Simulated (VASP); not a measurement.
# LuPbSe3Br (P3m1) in VASP: notebook

The runs below take LuPbSe3Br through single point, relaxation of cell and atoms, with PBE.

Everything below comes from runs of VASP 6.6.1. Logs are shortened: lines on timing, memory, paths and dates and some standing lists are left out, and cuts for length are marked.

## (1) The cell of the first run

It takes space group P3m1 (No. 156, trigonal). Conventional cell: a = 4.283 Å, b = 4.283 Å, c = 10.915 Å, α = 90.00°, β = 90.00°, γ = 120.00°. Lu (site symmetry 3m) has 6 Se at 2.77 to 2.92 Å within 3.6 Å. Pb (site symmetry 3m) has 6 Se at 2.83 to 3.35 Å within 3.7 Å. Se (site symmetry 3m) has 3 Lu at 2.92 Å and 3 Pb at 3.35 Å and 3 Se at 3.73 Å within 3.8 Å. Within 3.7 Å of Se (site symmetry 3m) lie 3 Pb at 2.83 Å and 3 Br at 3.23 Å. Se (site symmetry 3m) has 3 Lu at 2.77 Å and 3 Br at 3.45 Å within 3.6 Å. Br (site symmetry 3m) has 6 Se at 3.23 to 3.45 Å within 4.2 Å.

## (2) Single point, PBE

File INCAR:

```
ALGO = Normal
EDIFF = 1E-7
ENCUT = 520
GGA = PE
ISIF = 2
ISMEAR = 0
LASPH = T
LCHARG = F
LREAL = F
LWAVE = F
NBANDS = 41
NELM = 100
PREC = Accurate
SIGMA = 0.15
```

File KPOINTS:

```
k-points
0
Gamma
  3 3 1
```

File POSCAR:

```
LuPbSe3Br
1.0
    4.2829578648     -0.0000000028      0.0000000000
   -2.1414789299      3.7091503157      0.0000000000
    0.0000000000      0.0000000000     10.9150122012
Lu Pb Se Br
1 1 3 1
Direct
    0.3333333333      0.6666666667      0.6634938658
    0.0000000000      0.0000000000      1.0133011434
    0.6666666667      0.3333333333      0.8058238140
    0.3333333333      0.6666666667      0.1387289515
    0.0000000000      0.0000000000      0.5496207025
    0.6666666667      0.3333333333      0.3290305027
```

Potentials or basis: VASP PAW PBE potentials, release 64 (Lu, Pb_d, Se, Br).

Started as:

```bash
$ cat potpaw_PBE.64/Lu/POTCAR potpaw_PBE.64/Pb_d/POTCAR potpaw_PBE.64/Se/POTCAR potpaw_PBE.64/Br/POTCAR > POTCAR
$ mpirun -np 1 vasp_std > vasp.out
```

OUTCAR:

```text
EDIFF = 1E-7
   ENCUT = 520
   GGA = PE
   ISIF = 2
   ISMEAR = 0
   LASPH = T
   LREAL = F
   NELM = 100
   PREC = Accurate

 ion  position               nearest neighbor table
   1  0.333  0.667  0.663-   5 2.77   5 2.77   5 2.77   3 2.92   3 2.92   3 2.92
   2  0.000  0.000  0.013-   4 2.83   4 2.83   4 2.83   3 3.35   3 3.35   3 3.35
   3  0.667  0.333  0.806-   1 2.92   1 2.92   1 2.92   2 3.35   2 3.35   2 3.35
   4  0.333  0.667  0.139-   2 2.83   2 2.83   2 2.83
   5  0.000  0.000  0.550-   1 2.77   1 2.77   1 2.77
   6  0.667  0.333  0.329-

  LATTYP: Found a hexagonal cell.
 ALAT       =     4.2829578648
 C/A-ratio  =     2.5484752701

  Lattice vectors:

 A1 = (   4.2829578648,  -0.0000000028,   0.0000000000)
 A2 = (  -2.1414789299,   3.7091503157,   0.0000000000)
 A3 = (   0.0000000000,   0.0000000000,  10.9150122012)

Analysis of symmetry for initial positions (statically):
=====================================================================
 Subroutine PRICEL returns:
 Original cell was already a primitive cell.

 Routine SETGRP: Setting up the symmetry group for a
 hexagonal supercell.

 Subroutine GETGRP returns: Found  6 space group operations
 (whereof  6 operations were pure point group operations)
 out of a pool of 24 trial point group operations.

The static configuration has the point symmetry C_3v.

Analysis of symmetry for dynamics (positions and initial velocities):
=====================================================================
 Subroutine PRICEL returns:
 Original cell was already a primitive cell.

 Routine SETGRP: Setting up the symmetry group for a
 hexagonal supercell.

 Subroutine GETGRP returns: Found  6 space group operations
 (whereof  6 operations were pure point group operations)
 out of a pool of 24 trial point group operations.

The dynamic configuration has the point symmetry C_3v.

 Subroutine INISYM returns: Found  6 space group operations
 (whereof  6 operations are pure point group operations),
 and found     1 'primitive' translations

----------------------------------------------------------------------------------------

                                     Primitive cell

[... 74 lines left out ...]
   ENCUT  =  520.0 eV  38.22 Ry    6.18 a.u.   7.96  7.96 20.29*2*pi/ulx,y,z
   NELM   =    100;   NELMIN=  2; NELMDL= -5     # of ELM steps
   EDIFF  = 0.1E-06   stopping-criterion for ELM
   LREAL  =      F    real-space projection
   EDIFFG = 0.1E-05   stopping-criterion for IOM
   NSW    =      0    number of steps for IOM
   IBRION =     -1    ionic relax: 0-MD 1-quasi-New 2-CG
   NFREE  =      0    steps in history (QN), initial steepest desc. (CG)
   ISIF   =      2    stress and relaxation
   ISYM   =      2    0-nonsym 1-usesym 2-fastsym
   POTIM  = 0.5000    time-step for ionic-motion
   TEBEG  =    0.0;   TEEND  =   0.0 temperature during run
   PSTRESS=    0.0 pullay stress
   NELECT =      64.0000    total number of electrons
   NUPDOWN=      -1.0000    fix difference up-down
   EMIN   =  10.00;   EMAX   =-10.00  energy-range for DOS
   EFERMI =   0.00;   METHOD = LEGACY
   ISMEAR =     0;   SIGMA  =   0.15  broadening in eV -4-tet -1-fermi 0-gaus
   EFERMI_NEDOS =   21; number of points for ismear=-14 and -15
   IALGO  =     38    algorithm
   IMIX   =      4    mixing-type and parameters
     AMIX     =   0.40;   BMIX     =  1.00
     AMIX_MAG =   1.60;   BMIX_MAG =  1.00
  volume/ion in A,a.u.               =      28.90       195.02
  Fermi-wavevector in a.u.,A,eV,Ry     =   1.174322  2.219148 18.762884  1.379033
  Thomas-Fermi vector in A             =   2.310721
   LORBIT       =      0    0 simple, 1 ext, 2 COOP (PROOUT), +10 PAW based schemes
   GGA     = PE    functional components
   LHFCALC =     F    Hartree Fock is set to
   AEXX    =    0.0000 exact exchange contribution
   IVDW    =     0    specifies the selected vdW correction
   LEPSILON=     F    determine dielectric tensor
   LRPA    =     F    only Hartree local field effects (RPA)
 non-spin polarized calculation
 Gauss-broadening in eV      SIGMA  =   0.15
  energy-cutoff  :      520.00
  volume of cell :      173.40
 maximum number of plane-waves:      4698
 NGX is ok and might be reduce to    32
   NGX = 15   NGY = 15   NGZ = 41

 number of electron      63.9999995 magnetization

 Free energy of the ion-electron system (eV)
  ---------------------------------------------------
  ext. energy  EPLUGINS =         0.00000000
  ---------------------------------------------------
  free energy    TOTEN  =       -24.49789389 eV

  energy without entropy =      -24.49079192  energy(sigma->0) =      -24.49434291

 E-fermi :   2.3553     XC(G=0):  -9.2068

 val. band max:        2.1010940304   @ k =   0.3333  -0.0000   0.0000
 cond. band min:       2.6003100187   @ k =   0.0000   0.0000   0.0000
 fundamental gap:      0.4992159883
 Fermi energy:         2.3552952863

 k-point     1 :       0.0000    0.0000    0.0000
  band No.  band energies     occupation
      1     -53.5213      2.00000
      2     -24.2560      2.00000
      3     -24.1362      2.00000
      4     -24.1362      2.00000
      5     -14.1432      2.00000
      6     -14.1350      2.00000
[... 121 lines left out ...]
     40       8.5580      0.00000
     41       8.6604      0.00000

------------------------ aborting loop because EDIFF is reached ----------------------------------------

  FORCE on cell =-STRESS in cart. coord.  units (eV):
  Direction    XX          YY          ZZ          XY          YZ          ZX
  --------------------------------------------------------------------------------------
  -------------------------------------------------------------------------------------
  Total       -0.1064863     -0.1064863      0.5559645     -0.0000000      0.0000000      0.0000000
  in kB       -0.9839250     -0.9839250      5.1370663     -0.0000000      0.0000000      0.0000000
  external PRESSURE =       1.0564054 kB  Pullay stress =       0.0000000 kB

 VOLUME and BASIS-vectors are now :
 -----------------------------------------------------------------------------
  energy-cutoff  :      520.00
  volume of cell :      173.40
      direct lattice vectors                 reciprocal lattice vectors
     4.282957865 -0.000000003  0.000000000     0.233483502  0.134801762  0.000000000
    -2.141478930  3.709150316  0.000000000     0.000000000  0.269603525  0.000000000
     0.000000000  0.000000000 10.915012201     0.000000000  0.000000000  0.091616938

 POSITION                                       TOTAL-FORCE (eV/Angst)
 -----------------------------------------------------------------------------------
      0.00000      2.47277      7.24204         0.000000     -0.000000     -0.018310
      0.00000      0.00000      0.14518        -0.000000      0.000000      0.043737
      2.14148      1.23638      8.79558        -0.000000      0.000000      0.044627
      0.00000      2.47277      1.51423         0.000000      0.000000     -0.058314
      0.00000      0.00000      5.99912        -0.000000      0.000000     -0.039733
      2.14148      1.23638      3.59137         0.000000      0.000000      0.027993
 -----------------------------------------------------------------------------------
    total drift:                                0.000002     -0.000001      0.000603

  FREE ENERGIE OF THE ION-ELECTRON SYSTEM (eV)
  ---------------------------------------------------
  free  energy   TOTEN  =       -24.4978938930 eV

  energy  without entropy=      -24.4907919207  energy(sigma->0) =      -24.49434291
```

OSZICAR:

```text
N       E                     dE             d eps       ncg     rms          rms(c)
DAV:   1     0.582721345343E+03    0.58272E+03   -0.26319E+04   343   0.366E+03
DAV:   2     0.708974263655E+02   -0.51182E+03   -0.48431E+03   278   0.662E+02
DAV:   3    -0.176700166727E+02   -0.88567E+02   -0.84363E+02   326   0.172E+02
DAV:   4    -0.250275485240E+02   -0.73575E+01   -0.72942E+01   364   0.470E+01
DAV:   5    -0.255491940019E+02   -0.52165E+00   -0.51997E+00   428   0.923E+00    0.792E+00
DAV:   6    -0.245562813362E+02    0.99291E+00   -0.16871E+00   452   0.274E+01    0.442E+00
DAV:   7    -0.244979235366E+02    0.58358E-01   -0.58070E-01   332   0.404E+00    0.248E+00
DAV:   8    -0.244954300000E+02    0.24935E-02   -0.16673E-01   372   0.247E+00    0.696E-01
DAV:   9    -0.244964812500E+02   -0.10512E-02   -0.19086E-02   340   0.885E-01    0.288E-01
DAV:  10    -0.244975352702E+02   -0.10540E-02   -0.40641E-03   356   0.282E-01    0.121E-01
DAV:  11    -0.244977348832E+02   -0.19961E-03   -0.59444E-04   372   0.150E-01    0.644E-02
DAV:  12    -0.244978850879E+02   -0.15020E-03   -0.20988E-04   316   0.863E-02    0.197E-02
DAV:  13    -0.244978892133E+02   -0.41254E-05   -0.21898E-05   340   0.274E-02    0.131E-02
DAV:  14    -0.244978934234E+02   -0.42100E-05   -0.84073E-06   316   0.149E-02    0.354E-03
DAV:  15    -0.244978938941E+02   -0.47070E-06   -0.13237E-06   284   0.626E-03    0.119E-03
DAV:  16    -0.244978938930E+02    0.10896E-08   -0.17355E-07   244   0.211E-03
   1 F= -.24497894E+02 E0= -.24494343E+02  d E =-.710197E-02
```

Wall time 31 s (1 thread of Intel Xeon Platinum 8375C at 2.90GHz (Ice Lake), shared host); peak memory 0.29 GiB.

What came out:

| Property | Result |
| --- | --- |
| Free energy | -24.4979 eV |
| Pressure | 0.1 GPa |
| Largest force | 0.058 eV/Å |
| Band gap on the k mesh | 0.50 eV, indirect (least direct gap 0.52 eV) |

Forces in eV/Å, atoms in the order of the input:
```
Lu   0.000  0.000 -0.018
Pb   0.000  0.000  0.044
Se   0.000  0.000  0.045
Se   0.000  0.000 -0.058
Se   0.000  0.000 -0.040
Br   0.000  0.000  0.028
```

Caveat: the k points lie up to 0.58 Å⁻¹ apart; spin-orbit coupling is left out, which moves the levels of the heavy elements. A k mesh can miss the band edges.

## (3) Relaxation of cell and atoms, PBE

This run uses another cell than the first one, of 30.04 Å³/atom, 1.040 times its volume.

File INCAR:

```
SYSTEM = LuPbSe3Br
  PREC = Accurate
  ENCUT = 600
  EDIFF = 1E-6
  ISMEAR = 0
  SIGMA = 0.15
  LREAL = .FALSE.
  LASPH = .TRUE.
  NELM = 80
  ALGO = Normal
  ISIF = 3
  LWAVE = .FALSE.
  LCHARG = .FALSE.
  GGA = PE
  IBRION = 2
  NSW = 36
  EDIFFG = -0.08
```

File KPOINTS:

```
regular mesh
0
G
  3 3 1
  0 0 0
```

File POSCAR:

```
LuPbSe3Br
1.0
    4.3704650700      0.0000000000      0.0000000000
   -2.1852325300      3.7849337700      0.0000000000
    0.0000000000      0.0000000000     10.8967992600
Lu Pb Se Br
1 1 3 1
Direct
    0.3333333300      0.6666666700      0.6634089900
    0.0000000000      0.0000000000      0.9994310100
    0.6666666700      0.3333333300      0.8238899700
    0.3333333300      0.6666666700      0.1693140000
    0.0000000000      0.0000000000      0.4938600100
    0.6666666700      0.3333333300      0.3500950000
```

Potentials or basis: VASP PAW PBE potentials, release 64 (Lu, Pb_d, Se, Br).

Started as:

```bash
$ cat potpaw_PBE.64/Lu/POTCAR potpaw_PBE.64/Pb_d/POTCAR potpaw_PBE.64/Se/POTCAR potpaw_PBE.64/Br/POTCAR > POTCAR
$ mpirun -np 1 vasp_std > vasp.out
```

It took 9 min on 1 thread of Intel Xeon Platinum 8375C at 2.90GHz (Ice Lake), shared host; peak memory 0.4 GiB.

The run converged. Its results:

| Quantity | Value |
| --- | --- |
| Free energy | -24.5042 eV |
| Relaxed volume | 29.11 Å³/atom |
| Relaxed cell | a = 4.255 Å, b = 4.255 Å, c = 11.141 Å, α = 90.00°, β = 90.00°, γ = 120.00° |
| Space group after relaxing (to 0.05 Å) | P3m1 (No. 156) |
| Energy gained by relaxing | 279.1 meV/atom |
| Ionic steps | 18 |
| Pressure after relaxing | -0.1 GPa |
| Largest force after relaxing | 0.052 eV/Å |
| Band gap on the k mesh | 0.54 eV, indirect (least direct gap 0.55 eV) |

Forces on the atoms (eV/Å):
```
Lu   0.000  0.000  0.006
Pb   0.000  0.000  0.015
Se   0.000  0.000  0.046
Se   0.000  0.000 -0.052
Se   0.000  0.000  0.003
Br   0.000  0.000 -0.018
```

The path:
| step | energy change (eV) | largest force (eV/Å) | pressure (GPa) | volume (Å³) |
| --- | --- | --- | --- | --- |
| 1 | 0.0000 | 2.5966 | -3.38 | 180.25 |
| 2 | -0.7738 | 2.2845 | 0.15 | 164.21 |
| 3 | -0.9097 | 1.4284 | 6.19 | 150.75 |
| 4 | -0.9387 | 1.7215 | 4.17 | 154.50 |
| 5 | -1.4052 | 0.5621 | 2.52 | 160.70 |
| 6 | -1.5014 | 0.4802 | 1.82 | 165.43 |
| 7 | -1.5452 | 0.4334 | -0.83 | 173.82 |
| 8 | -1.5490 | 0.4157 | -0.30 | 171.93 |
| 9 | -1.5760 | 0.3322 | -0.24 | 172.27 |
| 10 | -1.6295 | 0.2906 | -0.03 | 173.20 |
| 11 | -1.6319 | 0.4077 | 0.13 | 173.56 |
| 12 | -1.6514 | 0.3438 | -0.02 | 174.72 |
| 13 | -1.6591 | 0.2864 | -0.17 | 176.01 |
| 14 | -1.6721 | 0.1093 | -0.07 | 174.73 |
| 15 | -1.6739 | 0.1012 | 0.06 | 173.95 |
| 16 | -1.6740 | 0.1018 | 0.08 | 174.01 |
| 17 | -1.6739 | 0.1025 | 0.09 | 174.06 |
| 18 | -1.6745 | 0.0520 | -0.14 | 174.67 |

Final structure:
```yaml
crystal:
  lattice:
    - [4.25479, 0.00000, 0.00000]
    - [-2.12740, 3.68476, 0.00000]
    - [0.00000, 0.00000, 11.14099]
  atoms:
    - { symbol: Lu, position: [0.33333, 0.66667, 0.66368] }
    - { symbol: Pb, position: [0.00000, 0.00000, 0.01340] }
    - { symbol: Se, position: [0.66667, 0.33333, 0.80494] }
    - { symbol: Se, position: [0.33333, 0.66667, 0.13937] }
    - { symbol: Se, position: [0.00000, 0.00000, 0.54870] }
    - { symbol: Br, position: [0.66667, 0.33333, 0.32990] }
```

Levels at points of the mesh, in eV from the valence-band top:
```
           k point  band 28  band 29  band 30  band 31  band 32  band 33  band 34  band 35  band 36  band 37
(0.00, 0.00, 0.00)    -0.30    -0.30    -0.01    -0.01     0.00     0.56     2.51     3.34     3.34     3.85
```

Caveat: the k points lie up to 0.57 Å⁻¹ apart in the final cell; spin-orbit coupling is left out, which moves the levels of the heavy elements; the relaxation stopped at a loose force limit of 0.08 eV/Å, so its end isn't a converged minimum. A k mesh can miss the band edges.
